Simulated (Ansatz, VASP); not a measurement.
# ScAl3N4: VASP beside Ansatz

```
Al Sc N
1.0
     6.48010    0.01573    0.00000
    -3.22643    5.61979    0.00000
     0.00000    0.00000    5.07799
Al Sc N
6 2 8
Direct
  0.16447 0.82927 0.99997
  0.33553 0.67073 0.49997
  0.67073 0.33553 0.99997
  0.82927 0.16447 0.49997
  0.66505 0.83495 0.99576
  0.83495 0.66505 0.49576
  0.16127 0.33873 0.99250
  0.33873 0.16127 0.49250
  0.15890 0.34110 0.41246
  0.34110 0.15890 0.91246
  0.15485 0.80959 0.37449
  0.34515 0.69041 0.87449
  0.69041 0.34515 0.37449
  0.80959 0.15485 0.87449
  0.66751 0.83249 0.37835
  0.83249 0.66751 0.87835
```

Alike in both runs: functional PBE; k mesh 4 × 4 × 5; no spin polarisation.

Ansatz relaxed the structure, and its values are those at the end. VASP's run is a single point on that final structure, the one shown.

```csv
,VASP,Ansatz
version,VASP 6.6.1,Ansatz 0.2.0
potentials or method,"VASP PAW PBE potentials, release 64 (Al, Sc_sv, N)","scalar-relativistic, plane waves, PAW"
plane-wave cutoff (eV),520,420
occupations,"gaussian, width 0.01 eV",fixed
valence electrons in the cell,80,80
```

|  | VASP | Ansatz | Ansatz less VASP |
| --- | --- | --- | --- |
| gap on the k mesh at the Fermi level (eV) | 3.72 | 3.71 | -0.007 |
| least direct gap on the mesh (eV) | 3.72 | 3.71 | -0.007 |
| pressure (GPa) | -0.7 | -0.8 | -0.06 |
| rms of the force components (eV/Å) | 0.024 | 0.000 | -0.0235 |

Ansatz's warnings: stress scf threshold loose.
